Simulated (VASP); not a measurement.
# Sc (Fm-3m) in VASP: further runs

Runs on Sc. Level: r2SCAN. Tasks: single point, relaxation of cell and atoms.

Program: VASP 6.6.1. These are calculated values, not measurements. Logs are shortened: lines on timing, memory, paths and dates and some standing lists are left out, and cuts for length are marked.

### Step 1. The cell of the first run

Symmetry: Fm-3m, No. 225, cubic system. Conventional cell: a = 4.648 Å, b = 4.648 Å, c = 4.648 Å, α = 90.00°, β = 90.00°, γ = 90.00°. Within 4.3 Å of Sc (site symmetry m-3m) lie 12 Sc at 3.29 Å.

This isn't the form of Sc at room conditions, which is hcp.

### Step 2. Single point, r2SCAN

File POSCAR:

```
Sc
1.0
    0.0000000000      2.3237516191      2.3237516191
    2.3237516191      0.0000000000      2.3237516191
    2.3237516191      2.3237516191      0.0000000000
Sc
1
Direct
    0.0000000000      0.0000000000      0.0000000000
```

File INCAR.step1:

```
SYSTEM = Sc
PREC = Accurate
ENCUT = 550
ISMEAR = 0
SIGMA = 0.05
LREAL = .FALSE.
LASPH = .TRUE.
NELM = 120
NBANDS = 12
GGA = PE
ALGO = Normal
EDIFF = 1E-5
LWAVE = .TRUE.
LCHARG = .FALSE.
GGA_COMPAT = .FALSE.
```

File INCAR.step2:

```
SYSTEM = Sc
PREC = Accurate
ENCUT = 550
EDIFF = 1E-6
ISMEAR = 0
SIGMA = 0.05
LREAL = .FALSE.
LASPH = .TRUE.
NELM = 120
ALGO = Normal
ISIF = 2
LWAVE = .FALSE.
LCHARG = .TRUE.
METAGGA = R2SCAN
LMIXTAU = .TRUE.
LELF = .TRUE.
LVHAR = .TRUE.
NBANDS = 12
ISTART = 1
GGA_COMPAT = .FALSE.
```

File KPOINTS:

```
regular mesh
0
G
  10 10 10
  0 0 0
```

Potentials or basis: VASP PAW PBE potentials, release 64 (Sc_sv).

The run is started by

```console
> cat potpaw_PBE.64/Sc_sv/POTCAR > POTCAR
> cp INCAR.step1 INCAR
> mpirun -np 1 vasp_std > vasp.out
> cp INCAR.step2 INCAR
> mpirun -np 1 vasp_std > vasp.out
```

OUTCAR:

```text
SYSTEM = Sc
   PREC = Accurate
   ENCUT = 550
   EDIFF = 1E-6
   ISMEAR = 0
   LREAL = .FALSE.
   LASPH = .TRUE.
   NELM = 120
   ISIF = 2
   METAGGA = R2SCAN
   ISTART = 1

 ion  position               nearest neighbor table
   1  0.000  0.000  0.000-

  LATTYP: Found a face centered cubic cell.
 ALAT       =     4.6475032382

  Lattice vectors:

 A1 = (   0.0000000000,   2.3237516191,   2.3237516191)
 A2 = (   2.3237516191,   0.0000000000,   2.3237516191)
 A3 = (   2.3237516191,   2.3237516191,   0.0000000000)

Analysis of symmetry for initial positions (statically):
=====================================================================
 Subroutine PRICEL returns:
 Original cell was already a primitive cell.

 Routine SETGRP: Setting up the symmetry group for a
 face centered cubic supercell.

 Subroutine GETGRP returns: Found 48 space group operations
 (whereof 48 operations were pure point group operations)
 out of a pool of 48 trial point group operations.

The static configuration has the point symmetry O_h .

Analysis of symmetry for dynamics (positions and initial velocities):
=====================================================================
 Subroutine PRICEL returns:
 Original cell was already a primitive cell.

 Routine SETGRP: Setting up the symmetry group for a
 face centered cubic supercell.

 Subroutine GETGRP returns: Found 48 space group operations
 (whereof 48 operations were pure point group operations)
 out of a pool of 48 trial point group operations.

The dynamic configuration has the point symmetry O_h .

 Subroutine INISYM returns: Found 48 space group operations
 (whereof 48 operations are pure point group operations),
 and found     1 'primitive' translations

----------------------------------------------------------------------------------------

                                     Primitive cell

  volume of cell :      25.0957

  direct lattice vectors                    reciprocal lattice vectors
     0.000000000  2.323751619  2.323751619    -0.215169296  0.215169296  0.215169296
     2.323751619  0.000000000  2.323751619     0.215169296 -0.215169296  0.215169296
     2.323751619  2.323751619  0.000000000     0.215169296  0.215169296 -0.215169296

  length of vectors
     3.286281055  3.286281055  3.286281055     0.372684153  0.372684153  0.372684153

  position of ions in fractional coordinates (direct lattice)
     0.000000000  0.000000000  0.000000000

  ion indices of the primitive-cell ions
   primitive index   ion index
                 1           1

----------------------------------------------------------------------------------------

 KPOINTS: regular mesh

Automatic generation of k-mesh.
 Grid dimensions read from file:
 generate k-points for:   10   10   10

 Generating k-lattice:

  Cartesian coordinates                     Fractional coordinates (reciprocal lattice)
    -0.021516930  0.021516930  0.021516930     0.100000000  0.000000000  0.000000000
     0.021516930 -0.021516930  0.021516930     0.000000000  0.100000000  0.000000000
     0.021516930  0.021516930 -0.021516930     0.000000000  0.000000000  0.100000000

  Length of vectors
     0.037268415  0.037268415  0.037268415

  Shift w.r.t. Gamma in fractional coordinates (k-lattice)
     0.000000000  0.000000000  0.000000000

 Subroutine IBZKPT returns following result:
 ===========================================

 Found     47 irreducible k-points:

 Following reciprocal coordinates:
            Coordinates               Weight
  0.000000  0.000000  0.000000      1.000000
  0.100000  0.000000  0.000000      8.000000
  0.200000  0.000000  0.000000      8.000000
  0.300000  0.000000  0.000000      8.000000
  0.400000  0.000000  0.000000      8.000000
  0.500000  0.000000  0.000000      4.000000
[... 16 lines left out ...]
  0.300000  0.300000  0.000000      6.000000
  0.400000  0.300000  0.000000     24.000000
 [... further k-points ...]
   k-points           NKPTS =     47   k-points in BZ     NKDIM =     47   number of bands    NBANDS=     12
   number of dos      NEDOS =    301   number of ions     NIONS =      1
   total plane-waves  NPLWV =  21952
   dimension x,y,z NGX =    28 NGY =   28 NGZ =   28
   dimension x,y,z NGXF=    56 NGYF=   56 NGZF=   56
   ions per type =               1
   NGX,Y,Z   is equivalent  to a cutoff of  14.16, 14.16, 14.16 a.u.
   NGXF,Y,Z  is equivalent  to a cutoff of  28.33, 28.33, 28.33 a.u.
 SYSTEM =  Sc
   PREC   = accura    normal or accurate (medium, high low for compatibility)
   ISTART =      1    job   : 0-new  1-cont  2-samecut
   ICHARG =      0    charge: 1-file 2-atom 10-const
   ISPIN  =      1    spin polarized calculation?
   LNONCOLLINEAR =      F non collinear calculations
   LSORBIT =      F    spin-orbit coupling
   LASPH  =      T    aspherical Exc in radial PAW
   ENCUT  =  550.0 eV  40.42 Ry    6.36 a.u.   6.28  6.28  6.28*2*pi/ulx,y,z
   NELM   =    120;   NELMIN=  2; NELMDL=  0     # of ELM steps
   EDIFF  = 0.1E-05   stopping-criterion for ELM
   LREAL  =      F    real-space projection
   EDIFFG = 0.1E-04   stopping-criterion for IOM
   NSW    =      0    number of steps for IOM
   IBRION =     -1    ionic relax: 0-MD 1-quasi-New 2-CG
   NFREE  =      0    steps in history (QN), initial steepest desc. (CG)
   ISIF   =      2    stress and relaxation
   ISYM   =      2    0-nonsym 1-usesym 2-fastsym
   POTIM  = 0.5000    time-step for ionic-motion
   TEBEG  =    0.0;   TEEND  =   0.0 temperature during run
   PSTRESS=    0.0 pullay stress
   NELECT =      11.0000    total number of electrons
   NUPDOWN=      -1.0000    fix difference up-down
   EMIN   =  10.00;   EMAX   =-10.00  energy-range for DOS
   EFERMI =   0.00;   METHOD = LEGACY
   ISMEAR =     0;   SIGMA  =   0.05  broadening in eV -4-tet -1-fermi 0-gaus
   EFERMI_NEDOS =   21; number of points for ismear=-14 and -15
   IALGO  =     38    algorithm
   IMIX   =      4    mixing-type and parameters
     AMIX     =   0.40;   BMIX     =  1.00
     AMIX_MAG =   1.60;   BMIX_MAG =  1.00
  volume/ion in A,a.u.               =      25.10       169.35
  Fermi-wavevector in a.u.,A,eV,Ry     =   1.243577  2.350020 21.041190  1.546484
  Thomas-Fermi vector in A             =   2.377882
   LORBIT       =      0    0 simple, 1 ext, 2 COOP (PROOUT), +10 PAW based schemes
   METAGGA = R2SCAN    functional components
   LHFCALC =     F    Hartree Fock is set to
   AEXX    =    0.0000 exact exchange contribution
   IVDW    =     0    specifies the selected vdW correction
   LEPSILON=     F    determine dielectric tensor
   LRPA    =     F    only Hartree local field effects (RPA)
 non-spin polarized calculation
 Gauss-broadening in eV      SIGMA  =   0.05
  energy-cutoff  :      550.00
  volume of cell :       25.10
 maximum number of plane-waves:       754
 NGX is ok and might be reduce to    28
   NGX = 13   NGY = 13   NGZ = 13

 number of electron      10.9999999 magnetization

 Free energy of the ion-electron system (eV)
  ---------------------------------------------------
  ext. energy  EPLUGINS =         0.00000000
  ---------------------------------------------------
  free energy    TOTEN  =       -11.29494559 eV

  energy without entropy =      -11.29121360  energy(sigma->0) =      -11.29307960

 E-fermi :   3.6604     XC(G=0): -10.5360

 val. band max:        3.6397211477   @ k =  -0.3000   0.4000   0.2000
 cond. band min:       3.6892608230   @ k =   0.5000   0.0000   0.0000
 fundamental gap:      0.0495396753
 Fermi energy:         3.6604440304

 k-point     1 :       0.0000    0.0000    0.0000
  band No.  band energies     occupation
      1     -47.9329      2.00000
      2     -25.3757      2.00000
      3     -25.3757      2.00000
      4     -25.3757      2.00000
      5      -1.8643      2.00000
      6       5.4449      0.00000
      7       5.4449      0.00000
      8       5.4449      0.00000
      9       6.8725      0.00000
     10       6.8725      0.00000
     11      16.5638      0.00000
     12      20.1900      0.00000

 k-point     2 :       0.1000    0.0000    0.0000
  band No.  band energies     occupation
      1     -47.9275      2.00000
      2     -25.4138      2.00000
      3     -25.3805      2.00000
      4     -25.3805      2.00000
      5      -1.6037      2.00000
      6       5.2465      0.00000
      7       5.5349      0.00000
      8       5.5349      0.00000
      9       6.8102      0.00000
     10       6.8102      0.00000
     11      16.7260      0.00000
     12      18.4537      0.00000

 k-point     3 :       0.2000    0.0000    0.0000
  band No.  band energies     occupation
      1     -47.9132      2.00000
      2     -25.5123      2.00000
      3     -25.3932      2.00000
      4     -25.3932      2.00000
      5      -0.8640      2.00000
      6       4.7741      0.00000
      7       5.6681      0.00000
      8       5.6681      0.00000
      9       6.7901      0.00000
     10       6.7901      0.00000
     11      15.5252      0.00000
     12      17.3802      0.00000

 k-point     4 :       0.3000    0.0000    0.0000
  band No.  band energies     occupation
      1     -47.8954      2.00000
      2     -25.6321      2.00000
      3     -25.4087      2.00000
      4     -25.4087      2.00000
      5       0.2146      2.00000
      6       4.2558      0.00000
      7       5.5829      0.00000
      8       5.5829      0.00000
      9       7.1031      0.00000
     10       7.1031      0.00000
     11      13.2641      0.00000
     12      16.8716      0.00000

 k-point     5 :       0.4000    0.0000    0.0000
  band No.  band energies     occupation
      1     -47.8810      2.00000
      2     -25.7272      2.00000
      3     -25.4212      2.00000
      4     -25.4212      2.00000
      5       1.3257      2.00000
      6       3.8568      0.00000
      7       5.4076      0.00000
      8       5.4076      0.00000
      9       7.5465      0.00000
     10       7.5465      0.00000
     11      11.4400      0.00000
     12      16.2136      0.00000
[... 228 lines left out ...]
      1     -47.8756      2.00000
      2     -25.6707      2.00000
      3     -25.5180      2.00000
      4     -25.4263      2.00000
      5       1.6823      2.00000
      6       3.9381      0.00000
      7       4.6735      0.00000
      8       5.9592      0.00000
      9       6.9050      0.00000
     10       8.3373      0.00000
     11      12.2941      0.00000
     12      14.3565      0.00000

 k-point    22 :      -0.2000    0.2000    0.0000
  band No.  band energies     occupation
      1     -47.8893      2.00000
      2     -25.6128      2.00000
      3     -25.4816      2.00000
      4     -25.4068      2.00000
      5       0.5955      2.00000
      6       4.2326      0.00000
      7       5.1042      0.00000
      8       6.1290      0.00000
      9       6.3359      0.00000
     10       7.7930      0.00000
     11      14.3145      0.00000
     12      14.7218      0.00000

 k-point    23 :       0.3000    0.3000    0.0000
  band No.  band energies     occupation
      1     -47.8831      2.00000
      2     -25.6194      2.00000
      3     -25.4654      2.00000
      4     -25.4654      2.00000
      5       0.7831      2.00000
      6       3.7880      0.00031
      7       5.2089      0.00000
      8       6.7311      0.00000
      9       6.7311      0.00000
     10       7.4355      0.00000
     11      15.6685      0.00000
     12      15.6685      0.00000

 k-point    24 :       0.4000    0.3000    0.0000
  band No.  band energies     occupation
      1     -47.8717      2.00000
      2     -25.6700      2.00000
      3     -25.4930      2.00000
      4     -25.4808      2.00000
      5       1.5349      2.00000
      6       3.5370      1.99952
      7       4.9090      0.00000
      8       6.8693      0.00000
      9       7.3770      0.00000
     10       7.7022      0.00000
     11      13.7008      0.00000
     12      14.8644      0.00000

 [... further k-points ...]

------------------------ aborting loop because EDIFF is reached ----------------------------------------

  FORCE on cell =-STRESS in cart. coord.  units (eV):
  Direction    XX          YY          ZZ          XY          YZ          ZX
  --------------------------------------------------------------------------------------
  -------------------------------------------------------------------------------------
  Total        0.0273550      0.0273550      0.0273550      0.0000000      0.0000000      0.0000000
  in kB        1.7464160      1.7464160      1.7464160      0.0000000      0.0000000      0.0000000
  external PRESSURE =       1.7464160 kB  Pullay stress =       0.0000000 kB

 VOLUME and BASIS-vectors are now :
 -----------------------------------------------------------------------------
  energy-cutoff  :      550.00
  volume of cell :       25.10
      direct lattice vectors                 reciprocal lattice vectors
     0.000000000  2.323751619  2.323751619    -0.215169296  0.215169296  0.215169296
     2.323751619  0.000000000  2.323751619     0.215169296 -0.215169296  0.215169296
     2.323751619  2.323751619  0.000000000     0.215169296  0.215169296 -0.215169296

 POSITION                                       TOTAL-FORCE (eV/Angst)
 -----------------------------------------------------------------------------------
      0.00000      0.00000      0.00000         0.000000     -0.000000     -0.000000
 -----------------------------------------------------------------------------------
    total drift:                               -0.000000     -0.000000     -0.000000

  FREE ENERGIE OF THE ION-ELECTRON SYSTEM (eV)
  ---------------------------------------------------
  free  energy   TOTEN  =       -11.2949455939 eV

  energy  without entropy=      -11.2912136039  energy(sigma->0) =      -11.29307960
```

Wall time 50 s (1 thread of Intel Xeon Platinum 8488C (Sapphire Rapids), shared host); peak memory 0.17 GiB.

What came out:

* Free energy: -11.2949 eV
* Pressure: 0.2 GPa
* Band gap on the k mesh: zero (an odd number of electrons rules out a gap without spin polarisation)

Caveat: the PAW data sets were made with another functional, which shifts forces and pressure a little.

### Step 3. Relaxation of cell and atoms, r2SCAN

This run uses another cell than the first one, of 24.97 Å³/atom.

File POSCAR:

```
Sc
1.0
    0.0000000000      2.3200000000      2.3200000000
    2.3200000000      0.0000000000      2.3200000000
    2.3200000000      2.3200000000      0.0000000000
Sc
1
Direct
    0.0000000000      0.0000000000      0.0000000000
```

File INCAR.step1:

```
PREC = Accurate
ENCUT = 550
ISMEAR = 0
SIGMA = 0.05
LREAL = F
LASPH = T
NELM = 120
GGA = PE
ALGO = Normal
EDIFF = 1E-5
LWAVE = T
LCHARG = F
GGA_COMPAT = F
IBRION = 2
ISIF = 3
EDIFFG = -0.005
NELMIN = 4
NSW = 100
```

File INCAR.step2:

```
PREC = Accurate
ENCUT = 550
EDIFF = 1E-7
ISMEAR = 0
SIGMA = 0.05
LREAL = F
LASPH = T
NELM = 120
ALGO = Normal
ISIF = 3
LWAVE = F
LCHARG = F
METAGGA = R2SCAN
LMIXTAU = T
IBRION = 2
NSW = 60
EDIFFG = -0.02
ISTART = 1
GGA_COMPAT = F
NELMIN = 4
```

File KPOINTS:

```
regular mesh
0
Gamma
  10 10 10
```

Potentials or basis: VASP PAW PBE potentials, release 64 (Sc_sv).

The run is started by

```console
> cat potpaw_PBE.64/Sc_sv/POTCAR > POTCAR
> cp INCAR.step1 INCAR
> mpirun -np 1 vasp_std > vasp.out
> cp INCAR.step2 INCAR
> mpirun -np 1 vasp_std > vasp.out
```

It took 72 s on 1 thread of Intel Xeon Platinum 8488C (Sapphire Rapids), shared host; peak memory 0.17 GiB.

Results (log left out):

- Free energy: -11.2949 eV
- Relaxed volume: 25.22 Å³/atom
- Relaxed cell: a = 3.292 Å, b = 3.292 Å, c = 3.292 Å, α = 60.00°, β = 60.00°, γ = 60.00°
- Space group after relaxing (to 0.1 Å): Fm-3m (No. 225)
- Energy gained by relaxing: 0.3 meV/atom
- Ionic steps: 2
- Pressure after relaxing: -0.1 GPa
- Band gap on the k mesh: zero (an odd number of electrons rules out a gap without spin polarisation)

Step by step:
| step | energy change (eV) | largest force (eV/Å) | pressure (GPa) | volume (Å³) |
| --- | --- | --- | --- | --- |
| 1 | 0.0000 | 0.0000 | 0.43 | 24.97 |
| 2 | -0.0003 | 0.0000 | -0.07 | 25.22 |

Final structure:
```
Sc
1.0
     0.00000    2.32747    2.32747
     2.32747    0.00000    2.32747
     2.32747    2.32747    0.00000
Sc
1
Cartesian
  0.0000 0.0000 0.0000
```

Levels at points of the mesh, in eV from the Fermi level:
```csv
k point,band 1,band 2,band 3,band 4,band 5,band 6,band 7,band 8,band 9
"(0.00, 0.00, 0.00)",-51.61,-29.05,-29.05,-29.05,-5.51,1.78,1.78,1.78,3.20
"(0.50, 0.00, 0.00)",-51.55,-29.43,-29.10,-29.10,-1.79,0.02,1.67,1.67,4.07
"(0.50, 0.50, 0.00)",-51.53,-29.41,-29.19,-29.19,-1.52,-0.54,1.80,4.08,4.29
```

Caveat: the PAW data sets were made with another functional, which shifts forces and pressure a little.

The gap in the log of VASP goes by the Fermi energy; the results here count the filled bands.